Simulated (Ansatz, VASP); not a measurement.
# One calculation of Pd, two programs

The input INCAR:

```
SYSTEM = Pd
PREC = Accurate
ENCUT = 600
EDIFF = 1E-6
ISMEAR = -1
SIGMA = 0.05
LREAL = .FALSE.
LASPH = .TRUE.
NELM = 60
ALGO = Normal
ISIF = 3
LWAVE = .FALSE.
LCHARG = .FALSE.
GGA = PE
IBRION = 2
NSW = 45
EDIFFG = -0.005
```

The input KPOINTS:

```
regular mesh
0
G
  18 18 18
  0 0 0
```

Contents of POSCAR:

```
Pd
1.0
    0.0000000000      1.9712891000      1.9712891000
    1.9712891000      0.0000000000      1.9712891000
    1.9712891000      1.9712891000      0.0000000000
Pd
1
Direct
    0.0000000000      0.0000000000      0.0000000000
```

Input for Ansatz:

```yaml
crystal:
  lattice:
    - [0.0, 1.9712891, 1.9712891]
    - [1.9712891, 0.0, 1.9712891]
    - [1.9712891, 1.9712891, 0.0]
  atoms:
    - { symbol: Pd, position: [0.0, 0.0, 0.0] }
kpoints:
  mp_grid: { grid: [18, 18, 18] }
scf:
  occupations: { method: fermi_dirac, width: 0.05 }
hamiltonian:
  xc: pbe
  pseudopotentials:
    kind: all_electron
    lapw: { basis_error: 0.0005 }
    relativity: none
output:
  forces: true
  stress: true
  eigenvalues: true
  populations: true
relax:
  f_tol: 0.005
  max_steps: 25
  cell: {}
```

Alike in both runs: task relaxation of cell and atoms; functional PBE; k mesh 18 × 18 × 18; occupations fermi-dirac, width 0.05 eV; no spin polarisation.

|  | VASP | Ansatz |
| --- | --- | --- |
| version | VASP 6.6.1 | Ansatz 0.2.0 |
| potentials or method | VASP PAW PBE potentials, release 64 (Pd), cutoff 600 eV | all-electron LAPW, non-relativistic |

|  | VASP | Ansatz | Ansatz less VASP |
| --- | --- | --- | --- |
| relaxed volume (Å³/atom) | 15.29 | 16.22 | +0.934 |
| relaxed cell length with the largest relative difference (Å) | 2.786 | 2.842 | +0.0556 |

Ansatz ran all-electron here, and VASP with PAW potentials.
